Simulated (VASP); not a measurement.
# Te (P6/mmm) in VASP: single point with PBEsol

Aim: the single point of Te with PBEsol.

Program: VASP 6.6.1. These are calculated values, not measurements. Logs are shortened: lines on timing, memory, paths and dates and some standing lists are left out, and cuts for length are marked.

### Step 1. The cell of the first run

It takes space group P6/mmm (No. 191, hexagonal). The conventional cell has a = 3.087 Å, b = 3.087 Å, c = 2.908 Å, α = 90.00°, β = 90.00°, γ = 120.00°. Within 3.8 Å of Te (site symmetry 6/mmm) lie 8 Te at 2.91 to 3.09 Å.

This isn't the form of Te at room conditions, which is trigonal, of chains.

### Step 2. Single point, PBEsol

The input, INCAR:

```
SYSTEM = Te
PREC = Accurate ; ENCUT = 520
EDIFF = 1E-7 ; ISMEAR = -1
SIGMA = 0.1 ; LREAL = .FALSE.
LASPH = .TRUE. ; NELM = 60
ALGO = Normal ; ISIF = 2
LWAVE = .FALSE. ; LCHARG = .FALSE.
GGA = PS ; NBANDS = 9
```

The input, KPOINTS:

```
regular mesh
0
G
  14 14 13
  0 0 0
```

The input, POSCAR:

```
Te
1.0
    3.0872207035      0.0000000000      0.0000000000
   -1.5436103517      2.6736115563      0.0000000000
    0.0000000000      0.0000000000      2.9079234524
Te
1
Direct
    0.0000000000      0.0000000000      0.0000000000
```

Potentials or basis: VASP PAW PBE potentials, release 64 (Te).

Started as:

```bash
cat potpaw_PBE.64/Te/POTCAR > POTCAR
mpirun -np 1 vasp_std > vasp.out
```

OUTCAR:

```text
SYSTEM = Te
   PREC = Accurate
   ENCUT = 520
   EDIFF = 1E-7
   ISMEAR = -1
   LREAL = .FALSE.
   LASPH = .TRUE.
   NELM = 60
   ISIF = 2
   GGA = PS

 ion  position               nearest neighbor table
   1  0.000  0.000  0.000-

  LATTYP: Found a hexagonal cell.
 ALAT       =     3.0872207035
 C/A-ratio  =     0.9419227621

  Lattice vectors:

 A1 = (   3.0872207035,   0.0000000000,   0.0000000000)
 A2 = (  -1.5436103517,   2.6736115563,   0.0000000000)
 A3 = (   0.0000000000,   0.0000000000,   2.9079234524)

Analysis of symmetry for initial positions (statically):
=====================================================================
 Subroutine PRICEL returns:
 Original cell was already a primitive cell.

 Routine SETGRP: Setting up the symmetry group for a
 hexagonal supercell.

 Subroutine GETGRP returns: Found 24 space group operations
 (whereof 24 operations were pure point group operations)
 out of a pool of 24 trial point group operations.

The static configuration has the point symmetry D_6h.

Analysis of symmetry for dynamics (positions and initial velocities):
=====================================================================
 Subroutine PRICEL returns:
 Original cell was already a primitive cell.

 Routine SETGRP: Setting up the symmetry group for a
 hexagonal supercell.

 Subroutine GETGRP returns: Found 24 space group operations
 (whereof 24 operations were pure point group operations)
 out of a pool of 24 trial point group operations.

The dynamic configuration has the point symmetry D_6h.

 Subroutine INISYM returns: Found 24 space group operations
 (whereof 24 operations are pure point group operations),
 and found     1 'primitive' translations

----------------------------------------------------------------------------------------

                                     Primitive cell

  volume of cell :      24.0021

  direct lattice vectors                    reciprocal lattice vectors
     3.087220703  0.000000000  0.000000000     0.323915941  0.187012956  0.000000000
    -1.543610352  2.673611556  0.000000000     0.000000000  0.374025912  0.000000000
     0.000000000  0.000000000  2.907923452     0.000000000  0.000000000  0.343888007

  length of vectors
     3.087220703  3.087220703  2.907923452     0.374025912  0.374025912  0.343888007

  position of ions in fractional coordinates (direct lattice)
     0.000000000  0.000000000  0.000000000

  ion indices of the primitive-cell ions
   primitive index   ion index
                 1           1

----------------------------------------------------------------------------------------

 KPOINTS: regular mesh

Automatic generation of k-mesh.
 Grid dimensions read from file:
 generate k-points for:   14   14   13

 Generating k-lattice:

  Cartesian coordinates                     Fractional coordinates (reciprocal lattice)
     0.023136853  0.013358068  0.000000000     0.071428571  0.000000000  0.000000000
     0.000000000  0.026716137  0.000000000     0.000000000  0.071428571  0.000000000
     0.000000000  0.000000000  0.026452924     0.000000000  0.000000000  0.076923077

  Length of vectors
     0.026716137  0.026716137  0.026452924

  Shift w.r.t. Gamma in fractional coordinates (k-lattice)
     0.000000000  0.000000000  0.000000000

 Subroutine IBZKPT returns following result:
 ===========================================

 Found    168 irreducible k-points:

 Following reciprocal coordinates:
            Coordinates               Weight
  0.000000  0.000000  0.000000      1.000000
  0.071429  0.000000  0.000000      6.000000
  0.142857  0.000000  0.000000      6.000000
  0.214286  0.000000  0.000000      6.000000
  0.285714  0.000000  0.000000      6.000000
  0.357143  0.000000  0.000000      6.000000
[... 16 lines left out ...]
  0.285714  0.285714  0.000000      6.000000
  0.357143  0.285714  0.000000      6.000000
 [... further k-points ...]
   k-points           NKPTS =    168   k-points in BZ     NKDIM =    168   number of bands    NBANDS=      9
   number of dos      NEDOS =    301   number of ions     NIONS =      1
   total plane-waves  NPLWV =  13824
   dimension x,y,z NGX =    24 NGY =   24 NGZ =   24
   dimension x,y,z NGXF=    48 NGYF=   48 NGZF=   48
   ions per type =               1
   NGX,Y,Z   is equivalent  to a cutoff of  12.92, 12.92, 13.72 a.u.
   NGXF,Y,Z  is equivalent  to a cutoff of  25.85, 25.85, 27.44 a.u.
 SYSTEM =  Te
   PREC   = accura    normal or accurate (medium, high low for compatibility)
   ISTART =      0    job   : 0-new  1-cont  2-samecut
   ICHARG =      2    charge: 1-file 2-atom 10-const
   ISPIN  =      1    spin polarized calculation?
   LNONCOLLINEAR =      F non collinear calculations
   LSORBIT =      F    spin-orbit coupling
   LASPH  =      T    aspherical Exc in radial PAW
   ENCUT  =  520.0 eV  38.22 Ry    6.18 a.u.   5.74  5.74  5.41*2*pi/ulx,y,z
   NELM   =     60;   NELMIN=  2; NELMDL= -5     # of ELM steps
   EDIFF  = 0.1E-06   stopping-criterion for ELM
   LREAL  =      F    real-space projection
   EDIFFG = 0.1E-05   stopping-criterion for IOM
   NSW    =      0    number of steps for IOM
   IBRION =     -1    ionic relax: 0-MD 1-quasi-New 2-CG
   NFREE  =      0    steps in history (QN), initial steepest desc. (CG)
   ISIF   =      2    stress and relaxation
   ISYM   =      2    0-nonsym 1-usesym 2-fastsym
   POTIM  = 0.5000    time-step for ionic-motion
   TEBEG  =    0.0;   TEEND  =   0.0 temperature during run
   PSTRESS=    0.0 pullay stress
   NELECT =       6.0000    total number of electrons
   NUPDOWN=      -1.0000    fix difference up-down
   EMIN   =  10.00;   EMAX   =-10.00  energy-range for DOS
   EFERMI =   0.00;   METHOD = LEGACY
   ISMEAR =    -1;   SIGMA  =   0.10  broadening in eV -4-tet -1-fermi 0-gaus
   EFERMI_NEDOS =   21; number of points for ismear=-14 and -15
   IALGO  =     38    algorithm
   IMIX   =      4    mixing-type and parameters
     AMIX     =   0.40;   BMIX     =  1.00
     AMIX_MAG =   1.60;   BMIX_MAG =  1.00
  volume/ion in A,a.u.               =      24.00       161.97
  Fermi-wavevector in a.u.,A,eV,Ry     =   1.031278  1.948832 14.470252  1.063534
  Thomas-Fermi vector in A             =   2.165418
   LORBIT       =      0    0 simple, 1 ext, 2 COOP (PROOUT), +10 PAW based schemes
   GGA     = PS    functional components
   LHFCALC =     F    Hartree Fock is set to
   AEXX    =    0.0000 exact exchange contribution
   IVDW    =     0    specifies the selected vdW correction
   LEPSILON=     F    determine dielectric tensor
   LRPA    =     F    only Hartree local field effects (RPA)
 non-spin polarized calculation
  energy-cutoff  :      520.00
  volume of cell :       24.00
 maximum number of plane-waves:       660
 NGX is ok and might be reduce to    24
   NGX = 11   NGY = 11   NGZ = 11

 number of electron       6.0000000 magnetization

 Free energy of the ion-electron system (eV)
  ---------------------------------------------------
  ext. energy  EPLUGINS =         0.00000000
  ---------------------------------------------------
  free energy    TOTEN  =        -3.07788730 eV

  energy without entropy =       -3.05759643  energy(sigma->0) =       -3.06774186

 E-fermi :  10.5943     XC(G=0): -10.8692

 val. band max:       10.5574672893   @ k =   0.4286   0.0000   0.0769
 cond. band min:      10.6023169104   @ k =   0.2857   0.0000   0.1538
 fundamental gap:      0.0448496211
 Fermi energy:        10.5943351378

 k-point     1 :       0.0000    0.0000    0.0000
  band No.  band energies     occupation
      1      -5.3614      2.00000
      2      12.3544      0.00000
      3      13.6651      0.00000
      4      13.6651      0.00000
      5      16.6267      0.00000
      6      20.0991      0.00000
      7      20.1673      0.00000
      8      20.1673      0.00000
      9      20.7251      0.00000

 k-point     2 :       0.0714    0.0000    0.0000
  band No.  band energies     occupation
      1      -5.2581      2.00000
      2      12.4559      0.00000
      3      12.6906      0.00000
      4      13.3886      0.00000
      5      16.8472      0.00000
      6      18.8920      0.00000
      7      20.6007      0.00000
      8      20.7505      0.00000
      9      22.5167      0.00000

 k-point     3 :       0.1429    0.0000    0.0000
  band No.  band energies     occupation
      1      -4.9500      2.00000
      2      10.7283      0.41511
      3      12.7381      0.00000
      4      12.7545      0.00000
      5      17.0225      0.00000
      6      17.9333      0.00000
      7      21.7202      0.00000
      8      22.2086      0.00000
      9      25.0239      0.00000

 k-point     4 :       0.2143    0.0000    0.0000
  band No.  band energies     occupation
      1      -4.4441      2.00000
      2       8.5794      2.00000
      3      11.9913      0.00000
      4      13.2308      0.00000
      5      16.5300      0.00000
      6      17.9996      0.00000
      7      23.2441      0.00000
      8      23.9135      0.00000
      9      26.6793      0.00000
[... 205 lines left out ...]
 k-point    22 :       0.3571    0.2143    0.0000
  band No.  band energies     occupation
      1      -1.3986      2.00000
      2       3.5119      2.00000
      3       6.4758      2.00000
      4      15.6475      0.00000
      5      20.0694      0.00000
      6      21.5728      0.00000
      7      22.6627      0.00000
      8      22.7901      0.00000
      9      24.9922      0.00000

 k-point    23 :       0.2857    0.2857    0.0000
  band No.  band energies     occupation
      1      -1.3654      2.00000
      2       4.0382      2.00000
      3       5.6247      2.00000
      4      15.6930      0.00000
      5      20.9256      0.00000
      6      22.4987      0.00000
      7      22.8216      0.00000
      8      23.1602      0.00000
      9      24.3296      0.00000

 k-point    24 :       0.3571    0.2857    0.0000
  band No.  band energies     occupation
      1      -1.0991      2.00000
      2       3.9796      2.00000
      3       5.1026      2.00000
      4      15.8614      0.00000
      5      21.4385      0.00000
      6      22.7708      0.00000
      7      23.1303      0.00000
      8      23.1590      0.00000
      9      23.8778      0.00000

 [... further k-points ...]
[... 5 lines left out ...]
  --------------------------------------------------------------------------------------
  -------------------------------------------------------------------------------------
  Total        3.0262008      3.0262008      3.0341217      0.0000000      0.0000000      0.0000000
  in kB      202.0037189    202.0037189    202.5324516      0.0000000      0.0000000      0.0000000
  external PRESSURE =     202.1799631 kB  Pullay stress =       0.0000000 kB

 VOLUME and BASIS-vectors are now :
 -----------------------------------------------------------------------------
  energy-cutoff  :      520.00
  volume of cell :       24.00
      direct lattice vectors                 reciprocal lattice vectors
     3.087220703  0.000000000  0.000000000     0.323915941  0.187012956  0.000000000
    -1.543610352  2.673611556  0.000000000     0.000000000  0.374025912  0.000000000
     0.000000000  0.000000000  2.907923452     0.000000000  0.000000000  0.343888007

 POSITION                                       TOTAL-FORCE (eV/Angst)
 -----------------------------------------------------------------------------------
      0.00000      0.00000      0.00000        -0.000000      0.000000      0.000000
 -----------------------------------------------------------------------------------
    total drift:                               -0.000000      0.000000      0.000000

  FREE ENERGIE OF THE ION-ELECTRON SYSTEM (eV)
  ---------------------------------------------------
  free  energy   TOTEN  =        -3.0778873007 eV

  energy  without entropy=       -3.0575964285  energy(sigma->0) =       -3.06774186
```

Run time: 14 s. Hardware: 1 thread of Intel Xeon Platinum 8259CL at 2.50GHz (Skylake/Cascade Lake), shared host; peak memory 0.16 GiB.

What came out:

```
Free energy            : -3.0779 eV
Pressure               : 20.2 GPa
Band gap on the k mesh : zero (bands 3 and 4 overlap by 8.78 eV)
```

Caveat: the cell stands under pressure; the PAW data sets were made with another functional, which shifts forces and pressure a little; spin-orbit coupling is left out, which moves the levels of the heavy elements.

The gap in the log of VASP goes by the Fermi energy; the results here count the filled bands.